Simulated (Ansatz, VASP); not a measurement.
# Two plane-wave programs on In4P

```xyz
5
Lattice="5.4809 0.0000 0.0000 0.0000 5.4809 0.0000 0.0000 0.0000 5.4809" Properties=species:S:1:pos:R:3 pbc="T T T"
In    2.7405    0.0000    0.0000
In    0.0000    2.7405    0.0000
In    0.0000    0.0000    2.7405
In    0.0000    0.0000    0.0000
P     2.7405    2.7405    2.7405
```

Alike in both runs: functional PBE; k mesh 4 × 4 × 4; occupations gaussian, width 0.1 eV; no spin polarisation.

Ansatz relaxed the structure, and its values are those at the end. VASP's run is a single point on that final structure, the one shown.

|  | VASP | Ansatz |
| --- | --- | --- |
| version | VASP 6.6.1 | Ansatz 0.2.0 |
| potentials or method | VASP PAW PBE potentials, release 64 (In_d, P), cutoff 520 eV | scalar-relativistic, plane waves, PAW |
| valence electrons in the cell | 57 | 57 |

Ansatz gave:

- gap on the k mesh at the Fermi level (eV): none
- pressure (GPa): 0.1

Problem. Estimate VASP's values.

Solution. gap on the k mesh at the Fermi level (eV): none; pressure (GPa): 0.0.

A gap of «none» marks a metal or a gap that the smearing closes.
